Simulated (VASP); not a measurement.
Nb: single point with LDA

Slab: Nb, a slab with vacuum.

```
CELL_PARAMETERS angstrom
4.59469 0.00000 0.00000
-2.29734 3.97912 0.00000
0.00000 0.00000 19.75150
ATOMIC_POSITIONS crystal
Nb 0.83333 0.16667 0.41703
Nb 0.16667 0.83333 0.45657
Nb 0.50000 0.50000 0.50000
Nb 0.83333 0.16667 0.54343
Nb 0.16667 0.83333 0.58297
```

* Program: VASP 6.6.1
* Task: single point
* Functional: LDA
* Potentials or basis: VASP PAW LDA potentials, release 64 (Nb_sv)
* Cutoff: 520 eV
* k mesh: 8 × 8 × 1
* Occupations: fermi-dirac, width 0.1 eV
* Spin: no spin polarisation
* Dipole correction: yes
* Further INCAR settings: ALGO = Normal; EDIFF = 1e-06; NBANDS = 40

```yaml
Largest_force: 0.014 eV/Å
```

Forces on the atoms (eV/Å):
```
Nb   0.000  0.000 -0.014
Nb   0.000  0.000 -0.009
Nb   0.000  0.000  0.000
Nb   0.000  0.000  0.009
Nb   0.000  0.000  0.014
```

Levels at points of the mesh, in eV from the Fermi level:
```tsv
k point	band 30	band 31	band 32	band 33	band 34	band 35
(0.00, 0.00, 0.00)	-0.94	-0.59	-0.57	-0.57	0.07	0.07
(0.50, 0.00, 0.00)	-1.03	-1.01	-0.84	-0.64	0.51	0.57
```

Run time: 3.4 min on 1 thread of Intel(R) Xeon(R) Platinum 8488C (Sapphire Rapids) (shared host), peak memory 0.38 GiB.
